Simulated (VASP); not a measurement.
CdAg3:

```
Cd Ag
1.0
     4.17250    0.00000    0.00000
     0.00000    4.17250    0.00000
     0.00000    0.00000    4.17250
Cd Ag
1 3
Cartesian
  0.0000 0.0000 0.0000
  0.0000 2.0863 2.0863
  2.0863 0.0000 2.0863
  2.0863 2.0863 0.0000
```

```yaml
Program: VASP 6.6.1
Task: relaxation of cell and atoms
Functional: PBEsol
Potentials_or_basis: VASP PAW PBE potentials, release 64 (Cd, Ag)
Cutoff: 500 eV
k_mesh: 6 × 6 × 6
Occupations: fermi-dirac, width 0.1 eV
Spin: no spin polarisation
```

At the start: pressure -4.4 GPa; volume 18.16 Å³/atom.

Task: How do energy, volume and symmetry change on relaxing?

Result: Over 3 steps the energy falls by 12.4 meV/atom and the volume is 17.31 Å³/atom (-4.7 %); space group Pm-3m (No. 221, to 0.05 Å).

Step by step:
```
step  energy change (eV)  largest force (eV/Å)  pressure (GPa)  volume (Å³)
   1              0.0000                0.0000           -4.44        72.64
   2             -0.0336                0.0000            3.00        67.47
   3             -0.0497                0.0000            0.00        69.25
```

Final structure:
```cif
data_structure
_symmetry_space_group_name_H-M 'P 1'
_symmetry_Int_Tables_number 1
_cell_length_a 4.1066
_cell_length_b 4.1066
_cell_length_c 4.1066
_cell_angle_alpha 90.000
_cell_angle_beta 90.000
_cell_angle_gamma 90.000
_cell_volume 69.25
loop_
_atom_site_label
_atom_site_type_symbol
_atom_site_fract_x
_atom_site_fract_y
_atom_site_fract_z
_atom_site_occupancy
Cd1 Cd 0.00000 0.00000 0.00000 1
Ag1 Ag 0.00000 0.50000 0.50000 1
Ag2 Ag 0.50000 0.00000 0.50000 1
Ag3 Ag 0.50000 0.50000 0.00000 1
```

Caveat: the PAW data sets were made with another functional, which shifts forces and pressure a little.
